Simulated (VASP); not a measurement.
# BeTe: single point with LDA

Crystal: BeTe.

```
CELL_PARAMETERS angstrom
2.62583 2.62583 0.00000
-2.62583 2.62583 0.00000
0.00000 2.62583 2.62583
ATOMIC_POSITIONS crystal
Be 0.00000 0.00000 0.00000
Te 0.75000 0.25000 0.50000
```

```yaml
Program: VASP 6.6.1
Task: single point
Functional: LDA
Potentials_or_basis: VASP PAW LDA potentials, release 64 (Be, Te)
Cutoff: 520 eV
k_mesh: 8 × 8 × 8
Occupations: gaussian, width 0.01 eV
Spin: no spin polarisation
Dipole_correction: no
Further_INCAR_settings: ALGO = Normal; EDIFF = 1e-06; NBANDS = 11
```

| Quantity | Value |
| --- | --- |
| Pressure | 15.5 GPa |
| Band gap on the k mesh | 1.30 eV, indirect (least direct gap 3.35 eV) |

Levels at points of the mesh, in eV from the valence-band top:
| k point | band 1 | band 2 | band 3 | band 4 | band 5 | band 6 | band 7 | band 8 |
| --- | --- | --- | --- | --- | --- | --- | --- | --- |
| (0.00, 0.00, 0.00) | -13.90 | 0.00 | 0.00 | 0.00 | 3.35 | 3.35 | 3.35 | 5.39 |
| (0.50, 0.00, 0.00) | -11.97 | -7.03 | -1.54 | -1.54 | 3.67 | 4.40 | 4.40 | 7.47 |
| (0.50, 0.50, 0.00) | -11.26 | -6.32 | -3.53 | -3.53 | 1.30 | 2.30 | 10.94 | 10.94 |

Wall time 6.4 s on 1 thread of Intel(R) Xeon(R) 6975P-C (Granite Rapids), with other jobs on the host, peak memory 0.14 GiB.

Caveat: spin-orbit coupling is left out, which moves the levels of the heavy elements. A k mesh can miss the band edges.
